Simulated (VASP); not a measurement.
Input of a VASP 6.6.1 run:

The input POSCAR:

```
BaTiO3
1.0
    3.6646339660      0.0000000000      0.0000000000
    0.0000000000      2.5912875280      2.5912875280
    0.0000000000     -2.5912875280      2.5912875280
Ba Ti O
1 1 3
Direct
    0.0000000000     -0.0040200000     -0.0040200000
    0.5000000000      0.4959800000      0.4959800000
    0.5000000000      0.9959800000      0.4959800000
    0.5000000000      0.4959800000      0.9959800000
    0.0000000000      0.4959800000      0.4959800000
```

The input INCAR.step1:

```
  ALGO = Normal
  EDIFF = 1E-4
  ENCUT = 600
  GGA = PE
  ISMEAR = 0
  LASPH = True
  LCHARG = False
  LDAU = True
  LDAUJ = 0 0 0
  LDAUL = -1 2 -1
  LDAUTYPE = 2
  LDAUU = 0 4 0
  LMAXMIX = 4
  LREAL = False
  LWAVE = True
  NELM = 150
  PREC = Accurate
  SIGMA = 0.02
```

Contents of INCAR.step2:

```
  ALGO = Normal
  EDIFF = 1E-6
  EDIFFG = -0.008
  ENCUT = 600
  IBRION = 2
  ISIF = 3
  ISMEAR = 0
  ISTART = 1
  LASPH = True
  LCHARG = False
  LDAU = True
  LDAUJ = 0 0 0
  LDAUL = -1 2 -1
  LDAUPRINT = 1
  LDAUTYPE = 2
  LDAUU = 0 4 0
  LMAXMIX = 4
  LMIXTAU = True
  LREAL = False
  LWAVE = False
  METAGGA = R2SCAN
  NELM = 150
  NSW = 70
  PREC = Accurate
  PSTRESS = 900.0
  SIGMA = 0.02
```

File KPOINTS:

```
k-points
0
Gamma
  6 6 6
```

Potentials or basis: VASP PAW PBE potentials, release 64 (Ba_sv, Ti_sv, O).

Command:

```sh
$ cat potpaw_PBE.64/Ba_sv/POTCAR potpaw_PBE.64/Ti_sv/POTCAR potpaw_PBE.64/O/POTCAR > POTCAR
$ cp INCAR.step1 INCAR
$ mpirun -np 1 vasp_std > vasp.out
$ cp INCAR.step2 INCAR
$ mpirun -np 1 vasp_std > vasp.out
```

Task: Predict the band gap on the k mesh.

Result: 3.09 eV.

Task: Estimate the relaxed cell.

Result: a = 3.675 Å, b = 3.675 Å, c = 3.675 Å, α = 90.00°, β = 90.00°, γ = 90.00°.

Step by step:
```csv
step,energy change (eV),largest force (eV/Å),pressure (GPa),volume (Å³)
1,0.0000,0.0000,94.34,49.21
2,-1.0146,0.0000,75.26,51.14
3,-0.2388,0.0000,89.92,49.63
```

Caveat: the cell is relaxed towards a set pressure, so the run minimises the enthalpy, not the energy; the PAW data sets were made with another functional, which shifts forces and pressure a little; spin-orbit coupling is left out, which moves the levels of the heavy elements. A k mesh can miss the band edges.
